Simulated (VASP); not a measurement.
Here is a VASP 6.6.1 calculation.

File INCAR:

```
SYSTEM = ZnS
  PREC = Accurate
  ENCUT = 520
  EDIFF = 1E-6
  ISMEAR = 0
  SIGMA = 0.01
  LREAL = .FALSE.
  LASPH = .TRUE.
  NELM = 60
  ALGO = Normal
  ISIF = 2
  LWAVE = .FALSE.
  LCHARG = .FALSE.
  GGA = PE
  NBANDS = 26
```

File KPOINTS:

```
regular mesh
0
G
  12 12 6
  0 0 0
```

File POSCAR:

```
ZnS
1.0
    3.8440669357      0.0000000000      0.0000000000
   -1.9220334678      3.3290596202      0.0000000000
    0.0000000000      0.0000000000      6.3046430491
Zn S
2 2
Direct
    0.3333333333      0.6666666667      0.0002666737
    0.6666666667      0.3333333333      0.5002666737
    0.3333333333      0.6666666667      0.3747333263
    0.6666666667      0.3333333333      0.8747333263
```

Potentials or basis: VASP PAW PBE potentials, release 64 (Zn, S).

Command:

```sh
$ cat potpaw_PBE.64/Zn/POTCAR potpaw_PBE.64/S/POTCAR > POTCAR
$ mpirun -np 1 vasp_std > vasp.out
```

Question: Estimate the pressure.

Answer: 0.2 GPa.

Question: What does it give for the band gap on the k mesh?

Answer: 2.08 eV.

A k mesh can miss the band edges.
